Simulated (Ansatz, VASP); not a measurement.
Two plane-wave programs on Si4Se3

```
Si Se
1.0
    -3.49242    3.49242    3.89213
     3.49242   -3.49242    3.89213
     3.49242    3.49242   -3.89213
Si Se
4 3
Direct
  0.89957 0.14252 0.24295
  0.89957 0.65661 0.75705
  0.14252 0.89957 0.24295
  0.65661 0.89957 0.75705
  0.68732 0.18732 0.50000
  0.18732 0.68732 0.50000
  0.64350 0.64350 0.00000
```

Alike in both runs: functional PBE; k mesh 6 × 6 × 6; occupations gaussian, width 0.1 eV; no spin polarisation.

Ansatz relaxed the structure, and its values are those at the end. VASP's run is a single point on that final structure, the one shown.

|  | VASP | Ansatz |
| --- | --- | --- |
| version | VASP 6.6.1 | Ansatz 0.2.0 |
| potentials or method | VASP PAW PBE potentials, release 64 (Si, Se), cutoff 520 eV | scalar-relativistic, plane waves, PAW |
| valence electrons in the cell | 34 | 64 |

```csv
,VASP,Ansatz,Ansatz less VASP
gap on the k mesh at the Fermi level (eV),none,none,-
pressure (GPa),0.0,0.0,-0.02
rms of the force components (eV/Å),0.005,0.004,-0.0004
```

A gap of «none» marks a metal or a gap that the smearing closes. With one functional, cell and mesh, what is left measures potentials, basis and numerics. VASP's potentials hold 34 valence electrons a cell and Ansatz's 64, so a difference there can come from the potentials and not from the codes.
